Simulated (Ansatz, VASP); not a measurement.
## MoS2: VASP beside Ansatz

```
CELL_PARAMETERS angstrom
3.18413 0.00000 0.00000
-1.59206 2.75753 0.00000
0.00000 0.00000 17.33460
ATOMIC_POSITIONS crystal
Mo 0.00000 0.00000 0.00000
S 0.33333 0.66667 0.91051
S 0.33333 0.66667 0.08949
```

Alike in both runs: functional PBE0; k mesh 5 × 5 × 1; occupations fermi-dirac, width 0.05 eV; no spin polarisation.

|  | VASP | Ansatz |
| --- | --- | --- |
| version | VASP 6.6.1 | Ansatz 0.2.0 |
| potentials or method | VASP PAW PBE potentials, release 64 (Mo_sv, S) | Ansatz PAW |
| plane-wave cutoff (eV) | 520 | 420 |
| valence electrons in the cell | 26 | 26 |
| task | single point | band structure |

```tsv
	VASP	Ansatz	Ansatz less VASP
gap on the k mesh at the Fermi level (eV)	3.28	3.23	-0.053
rms of the force components (eV/Å)	0.146	0.137	-0.0097
```

Atom by atom the forces differ by 0.010 eV/Å (rms over components). With one functional, cell and mesh, what is left measures potentials, basis and numerics.

The k mesh is coarse, so the values compare programs but aren't converged.
